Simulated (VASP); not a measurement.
# Al2Au (Fm-3m) in VASP: relaxation of cell and atoms with PBE

Aim: the relaxation of cell and atoms of Al2Au with PBE.

Everything below comes from runs of VASP 6.6.1. Logs are shortened: lines on timing, memory, paths and dates and some standing lists are left out, and cuts for length are marked.

**1. The cell of the first run**

Symmetry: Fm-3m, No. 225, cubic system. Conventional cell: a = 6.000 Å, b = 6.000 Å, c = 6.000 Å, α = 90.00°, β = 90.00°, γ = 90.00°. Within 3.4 Å of Al (site symmetry -43m) lie 4 Au at 2.60 Å and 6 Al at 3.00 Å. Au (site symmetry m-3m) has 8 Al at 2.60 Å within 3.4 Å.

**2. Relaxation of cell and atoms, PBE**

The input, INCAR:

```
SYSTEM = Al2Au
ALGO = Normal ; EDIFF = 1E-6
EDIFFG = -0.005 ; ENCUT = 600
GGA = PE ; IBRION = 2
ISIF = 3 ; ISMEAR = 0
LASPH = .True. ; LCHARG = .False.
LREAL = .False. ; LWAVE = .False.
NELM = 100 ; NSW = 100
PREC = Accurate ; SIGMA = 0.1
```

The input, KPOINTS:

```
k-points
0
Gamma
  12 12 12
  0 0 0
```

The input, POSCAR:

```
Al2Au
1.0
    0.0000000000      3.0000000000      3.0000000000
    3.0000000000      0.0000000000      3.0000000000
    3.0000000000      3.0000000000      0.0000000000
Al Au
2 1
Direct
    0.2500000000      0.2500000000      0.2500000000
    0.7500000000      0.7500000000      0.7500000000
    0.0000000000      0.0000000000      0.0000000000
```

Potentials or basis: VASP PAW PBE potentials, release 64 (Al, Au).

The run is started by

```bash
cat potpaw_PBE.64/Al/POTCAR potpaw_PBE.64/Au/POTCAR > POTCAR
mpirun -np 1 vasp_std > vasp.out
```

OUTCAR:

```text
SYSTEM = Al2Au
   EDIFF = 1E-6
   EDIFFG = -0.005
   ENCUT = 600
   GGA = PE
   IBRION = 2
   ISIF = 3
   ISMEAR = 0
   LASPH = .True.
   LREAL = .False.
   NELM = 100
   NSW = 100
   PREC = Accurate

 ion  position               nearest neighbor table
   1  0.250  0.250  0.250-   3 2.60   3 2.60   3 2.60   3 2.60   2 3.00   2 3.00   2 3.00   2 3.00
                             2 3.00   2 3.00
   2  0.750  0.750  0.750-   3 2.60   3 2.60   3 2.60   3 2.60   1 3.00   1 3.00   1 3.00   1 3.00
                             1 3.00   1 3.00
   3  0.000  0.000  0.000-   2 2.60   2 2.60   2 2.60   1 2.60   2 2.60   1 2.60   1 2.60   1 2.60

  LATTYP: Found a face centered cubic cell.
 ALAT       =     6.0000000000

  Lattice vectors:

 A1 = (   0.0000000000,   3.0000000000,   3.0000000000)
 A2 = (   3.0000000000,   0.0000000000,   3.0000000000)
 A3 = (   3.0000000000,   3.0000000000,   0.0000000000)

Analysis of symmetry for initial positions (statically):
=====================================================================
 Subroutine PRICEL returns:
 Original cell was already a primitive cell.

 Routine SETGRP: Setting up the symmetry group for a
 face centered cubic supercell.

 Subroutine GETGRP returns: Found 48 space group operations
[... 9 lines left out ...]

 Routine SETGRP: Setting up the symmetry group for a
 face centered cubic supercell.

 Subroutine GETGRP returns: Found 48 space group operations
[... 11 lines left out ...]
                                     Primitive cell

  volume of cell :      54.0000

  direct lattice vectors                    reciprocal lattice vectors
     0.000000000  3.000000000  3.000000000    -0.166666667  0.166666667  0.166666667
     3.000000000  0.000000000  3.000000000     0.166666667 -0.166666667  0.166666667
     3.000000000  3.000000000  0.000000000     0.166666667  0.166666667 -0.166666667

  length of vectors
     4.242640687  4.242640687  4.242640687     0.288675135  0.288675135  0.288675135

  position of ions in fractional coordinates (direct lattice)
     0.250000000  0.250000000  0.250000000
     0.750000000  0.750000000  0.750000000
     0.000000000  0.000000000  0.000000000

  ion indices of the primitive-cell ions
   primitive index   ion index
                 1           1
                 2           2
                 3           3

----------------------------------------------------------------------------------------

 KPOINTS: k-points

Automatic generation of k-mesh.
 Grid dimensions read from file:
 generate k-points for:   12   12   12

 Generating k-lattice:

  Cartesian coordinates                     Fractional coordinates (reciprocal lattice)
    -0.013888889  0.013888889  0.013888889     0.083333333  0.000000000  0.000000000
     0.013888889 -0.013888889  0.013888889     0.000000000  0.083333333  0.000000000
     0.013888889  0.013888889 -0.013888889     0.000000000  0.000000000  0.083333333

  Length of vectors
     0.024056261  0.024056261  0.024056261

  Shift w.r.t. Gamma in fractional coordinates (k-lattice)
     0.000000000  0.000000000  0.000000000

 Subroutine IBZKPT returns following result:
 ===========================================

 Found     72 irreducible k-points:

 Following reciprocal coordinates:
            Coordinates               Weight
  0.000000  0.000000  0.000000      1.000000
  0.083333  0.000000  0.000000      8.000000
  0.166667  0.000000  0.000000      8.000000
  0.250000  0.000000  0.000000      8.000000
  0.333333  0.000000  0.000000      8.000000
  0.416667  0.000000  0.000000      8.000000
[... 16 lines left out ...]
  0.500000  0.166667  0.000000     24.000000
 -0.416667  0.166667  0.000000     24.000000
 [... further k-points ...]
   k-points           NKPTS =     72   k-points in BZ     NKDIM =     72   number of bands    NBANDS=     12
   number of dos      NEDOS =    301   number of ions     NIONS =      3
   total plane-waves  NPLWV =  46656
   dimension x,y,z NGX =    36 NGY =   36 NGZ =   36
   dimension x,y,z NGXF=    72 NGYF=   72 NGZF=   72
   ions per type =               2   1
   NGX,Y,Z   is equivalent  to a cutoff of  14.11, 14.11, 14.11 a.u.
   NGXF,Y,Z  is equivalent  to a cutoff of  28.21, 28.21, 28.21 a.u.
 SYSTEM =  Al2Au
   PREC   = accura    normal or accurate (medium, high low for compatibility)
   ISTART =      0    job   : 0-new  1-cont  2-samecut
   ICHARG =      2    charge: 1-file 2-atom 10-const
   ISPIN  =      1    spin polarized calculation?
   LNONCOLLINEAR =      F non collinear calculations
   LSORBIT =      F    spin-orbit coupling
   LASPH  =      T    aspherical Exc in radial PAW
   ENCUT  =  600.0 eV  44.10 Ry    6.64 a.u.   8.47  8.47  8.47*2*pi/ulx,y,z
   NELM   =    100;   NELMIN=  2; NELMDL= -5     # of ELM steps
   EDIFF  = 0.1E-05   stopping-criterion for ELM
   LREAL  =      F    real-space projection
   EDIFFG = -.5E-02   stopping-criterion for IOM
   NSW    =    100    number of steps for IOM
   IBRION =      2    ionic relax: 0-MD 1-quasi-New 2-CG
   NFREE  =      1    steps in history (QN), initial steepest desc. (CG)
   ISIF   =      3    stress and relaxation
   ISYM   =      2    0-nonsym 1-usesym 2-fastsym
   POTIM  = 0.5000    time-step for ionic-motion
   TEBEG  =    0.0;   TEEND  =   0.0 temperature during run
   PSTRESS=    0.0 pullay stress
   NELECT =      17.0000    total number of electrons
   NUPDOWN=      -1.0000    fix difference up-down
   EMIN   =  10.00;   EMAX   =-10.00  energy-range for DOS
   EFERMI =   0.00;   METHOD = LEGACY
   ISMEAR =     0;   SIGMA  =   0.10  broadening in eV -4-tet -1-fermi 0-gaus
   EFERMI_NEDOS =   21; number of points for ismear=-14 and -15
   IALGO  =     38    algorithm
   IMIX   =      4    mixing-type and parameters
     AMIX     =   0.40;   BMIX     =  1.00
     AMIX_MAG =   1.60;   BMIX_MAG =  1.00
  volume/ion in A,a.u.               =      18.00       121.47
  Fermi-wavevector in a.u.,A,eV,Ry     =   1.113679  2.104547 16.875035  1.240280
  Thomas-Fermi vector in A             =   2.250266
   LORBIT       =      0    0 simple, 1 ext, 2 COOP (PROOUT), +10 PAW based schemes
   GGA     = PE    functional components
   LHFCALC =     F    Hartree Fock is set to
   AEXX    =    0.0000 exact exchange contribution
   IVDW    =     0    specifies the selected vdW correction
   LEPSILON=     F    determine dielectric tensor
   LRPA    =     F    only Hartree local field effects (RPA)
 conjugate gradient relaxation of ions
 non-spin polarized calculation
 Gauss-broadening in eV      SIGMA  =   0.10
  energy-cutoff  :      600.00
  volume of cell :       54.00
 maximum number of plane-waves:      1828
 NGX is ok and might be reduce to    36
   NGX = 17   NGY = 17   NGZ = 17

--------------------------------------- Ionic step        1  -------------------------------------------

 number of electron      17.0000001 magnetization

 Free energy of the ion-electron system (eV)
  ---------------------------------------------------
  ext. energy  EPLUGINS =         0.00000000
  ---------------------------------------------------
  free energy    TOTEN  =       -12.00905856 eV

  energy without entropy =      -12.00431606  energy(sigma->0) =      -12.00668731

------------------------ aborting loop because EDIFF is reached ----------------------------------------

  FORCE on cell =-STRESS in cart. coord.  units (eV):
  Direction    XX          YY          ZZ          XY          YZ          ZX
  --------------------------------------------------------------------------------------
  -------------------------------------------------------------------------------------
  Total        1.0755233      1.0755233      1.0755233      0.0000000      0.0000000      0.0000000
  in kB       31.9107240     31.9107240     31.9107240      0.0000000      0.0000000      0.0000000
  external PRESSURE =      31.9107240 kB  Pullay stress =       0.0000000 kB

 VOLUME and BASIS-vectors are now :
 -----------------------------------------------------------------------------
  energy-cutoff  :      600.00
  volume of cell :       54.00
      direct lattice vectors                 reciprocal lattice vectors
     0.000000000  3.000000000  3.000000000    -0.166666667  0.166666667  0.166666667
     3.000000000  0.000000000  3.000000000     0.166666667 -0.166666667  0.166666667
     3.000000000  3.000000000  0.000000000     0.166666667  0.166666667 -0.166666667
[... 38 lines left out ...]
 POSITION                                       TOTAL-FORCE (eV/Angst)
 -----------------------------------------------------------------------------------
      1.52594      1.52594      1.52594        -0.000000     -0.000000     -0.000000
      4.57783      4.57783      4.57783         0.000000      0.000000      0.000000
     -0.00000      3.05189      3.05189        -0.000000     -0.000000     -0.000000
 -----------------------------------------------------------------------------------
    total drift:                               -0.000000     -0.000000      0.000000

  FREE ENERGIE OF THE ION-ELECTRON SYSTEM (eV)
  ---------------------------------------------------
  free  energy   TOTEN  =       -12.0145795214 eV

  energy  without entropy=      -12.0099950277  energy(sigma->0) =      -12.01228727

--------------------------------------- Ionic step        3  -------------------------------------------

 number of electron      16.9999999 magnetization

 Free energy of the ion-electron system (eV)
  ---------------------------------------------------
  ext. energy  EPLUGINS =         0.00000000
  ---------------------------------------------------
  free energy    TOTEN  =       -12.02408184 eV

  energy without entropy =      -12.01941908  energy(sigma->0) =      -12.02175046

 E-fermi :   7.4810     XC(G=0): -10.4030

 val. band max:        7.4598790653   @ k =   0.5000   0.1667   0.0833
 cond. band min:       7.4960037975   @ k =  -0.2500   0.0833   0.0000
 fundamental gap:      0.0361247323
 Fermi energy:         7.4809614841

 k-point     1 :       0.0000    0.0000    0.0000
  band No.  band energies     occupation
      1      -2.8743      2.00000
      2       1.0268      2.00000
      3       1.0268      2.00000
      4       1.0268      2.00000
      5       1.9538      2.00000
      6       1.9538      2.00000
      7       9.5102      0.00000
      8      10.4221      0.00000
      9      10.4221      0.00000
     10      10.4221      0.00000
     11      11.2545      0.00000
     12      11.2545      0.00000

 k-point     2 :       0.0833    0.0000    0.0000
  band No.  band energies     occupation
      1      -2.7850      2.00000
      2       0.9961      2.00000
      3       1.0493      2.00000
      4       1.0493      2.00000
      5       1.9489      2.00000
      6       1.9489      2.00000
      7       8.8524      0.00000
      8       9.7542      0.00000
      9      10.0139      0.00000
     10      10.0139      0.00000
     11      11.6910      0.00000
     12      11.6910      0.00000
[... 316 lines left out ...]
 k-point    24 :      -0.4167    0.1667    0.0000
  band No.  band energies     occupation
      1      -0.5754      2.00000
      2       0.8233      2.00000
      3       1.3835      2.00000
      4       1.3945      2.00000
      5       2.0020      2.00000
      6       2.0118      2.00000
      7       2.5557      2.00000
      8       5.9753      2.00000
      9       7.3605      1.91165
     10       9.8584      0.00000
     11      11.8957      0.00000
     12      12.1139      0.00000

 [... further k-points ...]
[... 5 lines left out ...]
  --------------------------------------------------------------------------------------
  -------------------------------------------------------------------------------------
  Total        0.0014621      0.0014621      0.0014621     -0.0000000     -0.0000000     -0.0000000
  in kB        0.0421635      0.0421635      0.0421635     -0.0000000     -0.0000000     -0.0000000
  external PRESSURE =       0.0421635 kB  Pullay stress =       0.0000000 kB

 VOLUME and BASIS-vectors are now :
 -----------------------------------------------------------------------------
  energy-cutoff  :      600.00
  volume of cell :       55.56
      direct lattice vectors                 reciprocal lattice vectors
    -0.000000000  3.028558162  3.028558162    -0.165095063  0.165095063  0.165095063
     3.028558162  0.000000000  3.028558162     0.165095063 -0.165095063  0.165095063
     3.028558162  3.028558162 -0.000000000     0.165095063  0.165095063 -0.165095063

 POSITION                                       TOTAL-FORCE (eV/Angst)
 -----------------------------------------------------------------------------------
      1.51428      1.51428      1.51428        -0.000000      0.000000     -0.000000
      4.54284      4.54284      4.54284         0.000000     -0.000000     -0.000000
      0.00000      0.00000      0.00000         0.000000      0.000000      0.000000
 -----------------------------------------------------------------------------------
    total drift:                               -0.000000      0.000000      0.000000

  FREE ENERGIE OF THE ION-ELECTRON SYSTEM (eV)
  ---------------------------------------------------
  free  energy   TOTEN  =       -12.0240818357 eV

  energy  without entropy=      -12.0194190828  energy(sigma->0) =      -12.02175046

 reached required accuracy - stopping structural energy minimisation
```

Wall time 2.1 min (1 thread of Intel Xeon 6975P-C, shared host); peak memory 0.25 GiB.

What came out:

| Item | Value |
| --- | --- |
| Free energy | -12.0241 eV |
| Relaxed volume | 18.52 Å³/atom |
| Relaxed cell | a = 4.283 Å, b = 4.283 Å, c = 4.283 Å, α = 60.00°, β = 60.00°, γ = 60.00° |
| Space group after relaxing (to 0.05 Å) | Fm-3m (No. 225) |
| Energy gained by relaxing | 5.0 meV/atom |
| Ionic steps | 3 |
| Pressure after relaxing | 0.0 GPa |

Step by step:
| step | energy change (eV) | largest force (eV/Å) | pressure (GPa) | volume (Å³) |
| --- | --- | --- | --- | --- |
| 1 | 0.0000 | 0.0000 | 3.19 | 54.00 |
| 2 | -0.0055 | 0.0000 | -2.30 | 56.85 |
| 3 | -0.0150 | 0.0000 | 0.00 | 55.56 |

Final structure:
```xyz
3
Lattice="0.0000 3.0286 3.0286 3.0286 0.0000 3.0286 3.0286 3.0286 0.0000" Properties=species:S:1:pos:R:3 pbc="T T T"
Al    1.5143    1.5143    1.5143
Al    4.5428    4.5428    4.5428
Au    0.0000    0.0000    0.0000
```

Levels at points of the mesh, in eV from the Fermi level:
```tsv
k point	band 5	band 6	band 7	band 8	band 9	band 10	band 11	band 12
(0.00, 0.00, 0.00)	-5.53	-5.53	2.03	2.94	2.94	2.94	3.77	3.77
(0.50, 0.00, 0.00)	-5.41	-5.41	-5.35	0.37	0.37	3.22	3.37	3.72
(0.50, 0.50, 0.00)	-5.68	-5.24	-4.94	-2.05	-2.05	1.09	2.07	7.62
```

Caveat: spin-orbit coupling is left out, which moves the levels of the heavy elements. Zero-point motion and thermal expansion aren't in these numbers.
